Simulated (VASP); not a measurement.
Input of a VASP 6.6.1 run:

File INCAR:

```
ALGO = Normal ; EDIFF = 1E-6
ENCUT = 520 ; GGA = PE
ISIF = 2 ; ISMEAR = 0
ISPIN = 2 ; LASPH = True
LCHARG = False ; LMAXMIX = 4
LORBIT = 11 ; LREAL = False
LWAVE = False ; MAGMOM = 0 4 0 0 0 0 0 0 0 0
NBANDS = 42 ; NELM = 150
PREC = Accurate ; SIGMA = 0.1
```

Contents of KPOINTS:

```
k-points
0
Gamma
  4 4 4
```

The input POSCAR:

```
ScFeC4N4
1.0
    6.0367744100      0.0000000000      0.0000000000
    0.0000000000      6.0367744100      0.0000000000
    0.0000000000      0.0000000000      6.0367744100
Sc Fe C N
1 1 4 4
Direct
    0.5000000000      0.5000000000      0.5000000000
    0.0000000000      0.0000000000      0.0000000000
    0.1853481300      0.1853481300      0.1853481300
    0.1853481300      0.8146518700      0.8146518700
    0.8146518700      0.1853481300      0.8146518700
    0.8146518700      0.8146518700      0.1853481300
    0.2972456000      0.2972456000      0.2972456000
    0.2972456000      0.7027544000      0.7027544000
    0.7027544000      0.2972456000      0.7027544000
    0.7027544000      0.7027544000      0.2972456000
```

Potentials or basis: VASP PAW PBE potentials, release 64 (Sc_sv, Fe, C, N).

The run is started by

```console
$ cat potpaw_PBE.64/Sc_sv/POTCAR potpaw_PBE.64/Fe/POTCAR potpaw_PBE.64/C/POTCAR potpaw_PBE.64/N/POTCAR > POTCAR
$ mpirun -np 1 vasp_std > vasp.out
```

(1) Estimate the largest force.

(2) Estimate the site moments.

Results:

(1) 2.182 eV/Å.

(2) Sc +0.00; Fe +2.33; C -0.01; N +0.05 μB.

Caveat: a cell with one magnetic atom can't hold antiferromagnetic order, which such compounds often take; forces of over 1 eV/Å act on the atoms, so gaps and moduli don't describe the material at rest.
